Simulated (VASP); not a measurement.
# W (Fm-3m) in VASP: notebook

Runs on W. Level: PBEsol+D3(BJ). Tasks: single point, relaxation of volume and atoms at fixed shape.

All numbers are computed with VASP 6.6.1; they aren't measurements. Logs are shortened: lines on timing, memory, paths and dates and some standing lists are left out, and cuts for length are marked.

## (1) The cell of the first run

It takes space group Fm-3m (No. 225, cubic). Conventional cell: a = 3.968 Å, b = 3.968 Å, c = 3.968 Å, α = 90.00°, β = 90.00°, γ = 90.00°. Within 3.7 Å of W (site symmetry m-3m) lie 12 W at 2.81 Å.

## (2) Single point, PBEsol+D3(BJ)

Contents of INCAR:

```
SYSTEM = W
ALGO = Normal ; EDIFF = 1E-6
ENCUT = 520 ; GGA = PS
ISIF = 2 ; ISMEAR = 0
IVDW = 12 ; LASPH = .TRUE.
LCHARG = .FALSE. ; LREAL = .FALSE.
LWAVE = .FALSE. ; NBANDS = 13
NELM = 100 ; PREC = Accurate
SIGMA = 0.05
```

Contents of KPOINTS:

```
k-points
0
G
  11 11 11
  0 0 0
```

Contents of POSCAR:

```
W
1.0
    0.0000000000      1.9841099806      1.9841099806
    1.9841099806      0.0000000000      1.9841099806
    1.9841099806      1.9841099806      0.0000000000
W
1
Direct
    0.0000000000      0.0000000000      0.0000000000
```

Potentials or basis: VASP PAW PBE potentials, release 64 (W_sv).

The run is started by

```sh
cat potpaw_PBE.64/W_sv/POTCAR > POTCAR
mpirun -np 1 vasp_std > vasp.out
```

OUTCAR:

```text
SYSTEM = W
   EDIFF = 1E-6
   ENCUT = 520
   GGA = PS
   ISIF = 2
   ISMEAR = 0
   IVDW = 12
   LASPH = .TRUE.
   LREAL = .FALSE.
   NELM = 100
   PREC = Accurate
 IVDW          = 12

 ion  position               nearest neighbor table
   1  0.000  0.000  0.000-

  LATTYP: Found a face centered cubic cell.
 ALAT       =     3.9682199612

  Lattice vectors:

 A1 = (   0.0000000000,   1.9841099806,   1.9841099806)
 A2 = (   1.9841099806,   0.0000000000,   1.9841099806)
 A3 = (   1.9841099806,   1.9841099806,   0.0000000000)

Analysis of symmetry for initial positions (statically):
=====================================================================
 Subroutine PRICEL returns:
 Original cell was already a primitive cell.

 Routine SETGRP: Setting up the symmetry group for a
 face centered cubic supercell.

 Subroutine GETGRP returns: Found 48 space group operations
 (whereof 48 operations were pure point group operations)
 out of a pool of 48 trial point group operations.

The static configuration has the point symmetry O_h .

Analysis of symmetry for dynamics (positions and initial velocities):
=====================================================================
 Subroutine PRICEL returns:
 Original cell was already a primitive cell.

 Routine SETGRP: Setting up the symmetry group for a
 face centered cubic supercell.

 Subroutine GETGRP returns: Found 48 space group operations
 (whereof 48 operations were pure point group operations)
 out of a pool of 48 trial point group operations.

The dynamic configuration has the point symmetry O_h .

 Subroutine INISYM returns: Found 48 space group operations
 (whereof 48 operations are pure point group operations),
 and found     1 'primitive' translations

----------------------------------------------------------------------------------------

                                     Primitive cell

  volume of cell :      15.6217

  direct lattice vectors                    reciprocal lattice vectors
     0.000000000  1.984109981  1.984109981    -0.252002160  0.252002160  0.252002160
     1.984109981  0.000000000  1.984109981     0.252002160 -0.252002160  0.252002160
     1.984109981  1.984109981  0.000000000     0.252002160  0.252002160 -0.252002160

  length of vectors
     2.805955244  2.805955244  2.805955244     0.436480544  0.436480544  0.436480544

  position of ions in fractional coordinates (direct lattice)
     0.000000000  0.000000000  0.000000000

[... 82 lines left out ...]
   ISYM   =      2    0-nonsym 1-usesym 2-fastsym
   POTIM  = 0.5000    time-step for ionic-motion
   TEBEG  =    0.0;   TEEND  =   0.0 temperature during run
   PSTRESS=    0.0 pullay stress
   NELECT =      14.0000    total number of electrons
   NUPDOWN=      -1.0000    fix difference up-down
   EMIN   =  10.00;   EMAX   =-10.00  energy-range for DOS
   EFERMI =   0.00;   METHOD = LEGACY
   ISMEAR =     0;   SIGMA  =   0.05  broadening in eV -4-tet -1-fermi 0-gaus
   EFERMI_NEDOS =   21; number of points for ismear=-14 and -15
   IALGO  =     38    algorithm
   IMIX   =      4    mixing-type and parameters
     AMIX     =   0.40;   BMIX     =  1.00
     AMIX_MAG =   1.60;   BMIX_MAG =  1.00
  volume/ion in A,a.u.               =      15.62       105.42
  Fermi-wavevector in a.u.,A,eV,Ry     =   1.578369  2.982684 33.895480  2.491247
  Thomas-Fermi vector in A             =   2.678910
   LORBIT       =      0    0 simple, 1 ext, 2 COOP (PROOUT), +10 PAW based schemes
   GGA     = PS    functional components
   LHFCALC =     F    Hartree Fock is set to
   AEXX    =    0.0000 exact exchange contribution
   IVDW    =    12    specifies the selected vdW correction
   LEPSILON=     F    determine dielectric tensor
   LRPA    =     F    only Hartree local field effects (RPA)
 non-spin polarized calculation
 Gauss-broadening in eV      SIGMA  =   0.05
  energy-cutoff  :      520.00
  volume of cell :       15.62
 maximum number of plane-waves:       440
 NGX is ok and might be reduce to    24
   NGX = 11   NGY = 11   NGZ = 11

 number of electron      13.9999999 magnetization

 Free energy of the ion-electron system (eV)
  ---------------------------------------------------
  ext. energy  EPLUGINS =         0.00000000
  ---------------------------------------------------
  free energy    TOTEN  =       -13.30928824 eV

  energy without entropy =      -13.30867121  energy(sigma->0) =      -13.30897973

 E-fermi :  10.9578     XC(G=0): -13.8360

 val. band max:       10.9052440680   @ k =  -0.2727   0.0909   0.0000
 cond. band min:      10.9878205706   @ k =   0.1818   0.0909   0.0000
 fundamental gap:      0.0825765026
 Fermi energy:        10.9578273180

 k-point     1 :       0.0000    0.0000    0.0000
  band No.  band energies     occupation
      1     -62.5491      2.00000
      2     -26.1047      2.00000
      3     -26.1047      2.00000
      4     -26.1047      2.00000
      5       1.7457      2.00000
      6      10.3736      2.00000
      7      10.3736      2.00000
      8      10.3736      2.00000
      9      13.7151      0.00000
     10      13.7151      0.00000
     11      23.8962      0.00000
     12      29.3215      0.00000
     13      29.3215      0.00000
[... 354 lines left out ...]
  band No.  band energies     occupation
      1     -62.4608      2.00000
      2     -26.8694      2.00000
      3     -26.4255      2.00000
      4     -26.1952      2.00000
      5       5.0702      2.00000
      6       8.7629      2.00000
      7      10.2672      2.00000
      8      11.9581      0.00000
      9      12.0507      0.00000
     10      15.8274      0.00000
     11      25.7267      0.00000
     12      29.3030      0.00000
     13      30.3234      0.00000

 [... further k-points ...]

------------------------ aborting loop because EDIFF is reached ----------------------------------------

 Edisp (eV)   -0.75469

 E8    (eV) :    -0.5533

  FORCE on cell =-STRESS in cart. coord.  units (eV):
  Direction    XX          YY          ZZ          XY          YZ          ZX
  --------------------------------------------------------------------------------------
  -------------------------------------------------------------------------------------
  Total       0.06736     0.06736     0.06736     0.00000    -0.00000     0.00000
  in kB       6.90846     6.90846     6.90846     0.00000    -0.00000     0.00000
  external pressure =        6.91 kB  Pullay stress =        0.00 kB

 VOLUME and BASIS-vectors are now :
 -----------------------------------------------------------------------------
  energy-cutoff  :      520.00
  volume of cell :       15.62
      direct lattice vectors                 reciprocal lattice vectors
     0.000000000  1.984109981  1.984109981    -0.252002160  0.252002160  0.252002160
     1.984109981  0.000000000  1.984109981     0.252002160 -0.252002160  0.252002160
     1.984109981  1.984109981  0.000000000     0.252002160  0.252002160 -0.252002160

 POSITION                                       TOTAL-FORCE (eV/Angst)
 -----------------------------------------------------------------------------------
      0.00000      0.00000      0.00000         0.000000      0.000000      0.000000
 -----------------------------------------------------------------------------------
    total drift:                                0.000000      0.000000     -0.000000

  FREE ENERGIE OF THE ION-ELECTRON SYSTEM (eV)
  ---------------------------------------------------
  free  energy   TOTEN  =       -14.0639781629 eV

  energy  without entropy=      -14.0633611323  energy(sigma->0) =      -14.06366965
```

OSZICAR:

```text
N       E                     dE             d eps       ncg     rms          rms(c)
DAV:   1     0.836932983336E+02    0.83693E+02   -0.76105E+03  1456   0.122E+03
DAV:   2    -0.123378458591E+02   -0.96031E+02   -0.92274E+02  1661   0.318E+02
DAV:   3    -0.139452923938E+02   -0.16074E+01   -0.16010E+01  1576   0.397E+01
DAV:   4    -0.139516414817E+02   -0.63491E-02   -0.63490E-02  1696   0.278E+00
DAV:   5    -0.139516968709E+02   -0.55389E-04   -0.55389E-04  1591   0.243E-01    0.216E+01
DAV:   6    -0.134486094254E+02    0.50309E+00   -0.40891E-01  1551   0.842E+00    0.874E+00
DAV:   7    -0.133151450365E+02    0.13346E+00   -0.20036E-01  1636   0.551E+00    0.465E-01
DAV:   8    -0.133092866401E+02    0.58584E-02   -0.40609E-03  1476   0.787E-01    0.231E-01
DAV:   9    -0.133092898635E+02   -0.32234E-05   -0.66801E-05  1631   0.100E-01    0.526E-02
DAV:  10    -0.133092879188E+02    0.19447E-05   -0.69562E-06  1641   0.375E-02    0.123E-02
DAV:  11    -0.133092882405E+02   -0.32170E-06   -0.70227E-08   813   0.307E-03
   1 F= -.14063978E+02 E0= -.14063670E+02  d E =-.617031E-03
```

stdout:

```text
POSCAR found type information on POSCAR W
 POSCAR found :  1 types and       1 ions
 scaLAPACK will be used
 -----------------------------------------------------------------------------
|                                                                             |
|                                                                             |
|     You enforced a specific xc type in the INCAR file but a different       |
|     I HOPE YOU KNOW WHAT YOU ARE DOING!                                     |
|                                                                             |
 -----------------------------------------------------------------------------

 LDA part: xc-table for (Slater+PW92), standard interpolation
 POSCAR, INCAR and KPOINTS ok, starting setup
 FFT: planning ... GRIDC
 FFT: planning ... GRID_SOFT
 FFT: planning ... GRID
 WAVECAR not read
 entering main loop
```

It took 6.1 s on 1 thread of Intel Xeon Platinum 8488C (Sapphire Rapids), shared host; peak memory 0.15 GiB.

What came out:

```yaml
Free_energy: -14.0640 eV
Pressure: 0.7 GPa
Band_gap_on_the_k_mesh: zero (band 7 reaches 13.96 eV, above the bottom of band 8 at 10.37 eV)
Dispersion_energy_per_atom: -0.755 eV
```

Caveat: the PAW data sets were made with another functional, which shifts forces and pressure a little; spin-orbit coupling is left out, which moves the levels of the heavy elements; pairwise dispersion overbinds metals, which lowers pressure and volume.

## (3) Relaxation of volume and atoms at fixed shape, PBEsol+D3(BJ)

This run uses another cell than the first one, of 16.73 Å³/atom, 1.071 times its volume.

Contents of INCAR:

```
PREC = Accurate ; ENCUT = 600
EDIFF = 1E-7 ; ISMEAR = 0
SIGMA = 0.05 ; LREAL = F
LASPH = T ; NELM = 80
ALGO = Normal ; ISIF = 8
LWAVE = F ; LCHARG = F
GGA = PS ; IVDW = 12
IBRION = 2 ; NSW = 80
EDIFFG = -0.02
```

Contents of KPOINTS:

```
regular mesh
0
Gamma
  11 11 11
```

Contents of POSCAR:

```
W
1.0
    0.0000000000      2.0300000000      2.0300000000
    2.0300000000      0.0000000000      2.0300000000
    2.0300000000      2.0300000000      0.0000000000
W
1
Direct
    0.0000000000      0.0000000000      0.0000000000
```

Potentials or basis: VASP PAW PBE potentials, release 64 (W_sv).

The run is started by

```sh
cat potpaw_PBE.64/W_sv/POTCAR > POTCAR
mpirun -np 1 vasp_std > vasp.out
```

Wall time 25 s (1 thread of Intel Xeon Platinum 8488C (Sapphire Rapids), shared host); peak memory 0.17 GiB.

It converged, with:

```yaml
Free_energy: -14.0643 eV
Relaxed_volume: 15.66 Å³/atom
Relaxed_cell: a = 2.808 Å, b = 2.808 Å, c = 2.808 Å, α = 60.00°, β = 60.00°, γ = 60.00°
Space_group_after_relaxing_to_0.05_Å: Fm-3m (No. 225)
Energy_gained_by_relaxing: 68.1 meV/atom
Ionic_steps: 5
Pressure_after_relaxing: 0.0 GPa
Band_gap_on_the_k_mesh: zero (band 7 reaches 13.91 eV, above the bottom of band 8 at 10.34 eV)
Dispersion_energy_per_atom: -0.753 eV
```

Step by step:
| step | energy change (eV) | largest force (eV/Å) | pressure (GPa) | volume (Å³) |
| --- | --- | --- | --- | --- |
| 1 | 0.0000 | 0.0000 | -19.15 | 16.73 |
| 2 | 0.9751 | 0.0000 | 119.83 | 12.34 |
| 3 | -0.0670 | 0.0000 | -2.67 | 15.79 |
| 4 | -0.0680 | 0.0000 | -0.53 | 15.68 |
| 5 | -0.0681 | 0.0000 | 0.00 | 15.66 |

Final structure:
```
CELL_PARAMETERS angstrom
0.00000 1.98562 1.98562
1.98562 0.00000 1.98562
1.98562 1.98562 0.00000
ATOMIC_POSITIONS crystal
W 0.00000 0.00000 0.00000
```

Levels at points of the mesh, in eV from the Fermi level:
```
           k point  band 4  band 5  band 6  band 7  band 8  band 9  band 10  band 11
(0.00, 0.00, 0.00)  -37.07   -9.20   -0.58   -0.58   -0.58    2.75     2.75    12.93
```

Caveat: the PAW data sets were made with another functional, which shifts forces and pressure a little; spin-orbit coupling is left out, which moves the levels of the heavy elements; pairwise dispersion overbinds metals, which lowers pressure and volume.
